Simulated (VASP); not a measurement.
Runs of VASP 6.6.1 on S. The structure is that of space group Fd-3m (No. 227), or close to it. The cells are those of the table. This isn't the form of S at room conditions, which is orthorhombic, of S8 rings.

```csv
level,cell,k mesh,smearing,gap on the mesh (eV),pressure (GPa)
r2SCAN,"a = 4.110 Å, angles 60.0°, 2 atoms",10 × 10 × 10,fermi-dirac 0.1 eV,none,-1.4
r2SCAN,"a = 4.026 Å, angles 60.0°, 2 atoms",10 × 10 × 10,fermi-dirac 0.1 eV,none,1.6
r2SCAN,"a = 3.984 Å, angles 60.0°, 2 atoms",10 × 10 × 10,fermi-dirac 0.1 eV,none,(a)
r2SCAN,"a = 4.150 Å, angles 60.0°, 2 atoms",10 × 10 × 10,fermi-dirac 0.1 eV,none,-2.6
r2SCAN,"a = 4.068 Å, angles 60.0°, 2 atoms",10 × 10 × 10,fermi-dirac 0.1 eV,none,0.0
PBE,"a = 4.012 Å, angles 60.0°, 2 atoms",16 × 16 × 16,fermi-dirac 0.0612256 eV,none,2.9
PBE,"a = 4.041 Å, angles 60.0°, 2 atoms",16 × 16 × 16,fermi-dirac 0.0612256 eV,none,(b)
```

Alike in all rows: task single point; potentials or basis VASP PAW PBE potentials, release 64 (S); no spin polarisation; cutoff (eV) 520.

Task: Estimate the missing entries.

Result: (a) 3.4; (b) 1.8.

Caveats: the PAW data sets were made with another functional, which shifts forces and pressure a little (at least some runs); the cell stands under pressure (at least some runs).

A gap of «none» marks levels without a gap at the run's occupations.
